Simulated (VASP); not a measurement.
Runs of VASP 6.6.1 on Ge. The structure is that of space group Pm-3m (No. 221), or close to it. The cells are those of the table. 

| task | cell | k mesh | cutoff (eV) | gap on the mesh (eV) | pressure (GPa) |
| --- | --- | --- | --- | --- | --- |
| single point | a = 2.730 Å, 1 atom | 11 × 11 × 11 | 520 | none | -0.1 |
| relaxation of cell and atoms | relaxed from a = 2.749 Å, 1 atom | 11 × 11 × 11 | 600 | none | 0.1 |
| single point | a = 2.730 Å, 1 atom | 13 × 13 × 13 | 520 | none | -0.1 |
| single point | a = 2.766 Å, 1 atom | 13 × 13 × 13 | 520 | none | -2.4 |
| single point | a = 2.835 Å, 1 atom | 13 × 13 × 13 | 520 | none | -5.6 |
| single point | a = 2.693 Å, 1 atom | 13 × 13 × 13 | 520 | none | 2.6 |
| single point | a = 2.616 Å, 1 atom | 13 × 13 × 13 | 520 | none | (a) |

Alike in all rows: level revPBE; potentials or basis VASP PAW PBE potentials, release 64 (Ge_d); no spin polarisation; smearing fermi-dirac 0.1 eV.

Q: Fill in the values left out.

A: (a) 10.7.

Caveats: the PAW data sets were made with another functional, which shifts forces and pressure a little.

A k mesh can miss the band edges, and the runs leave out spin-orbit coupling on Ge.

A gap of «none» marks levels without a gap at the run's occupations.
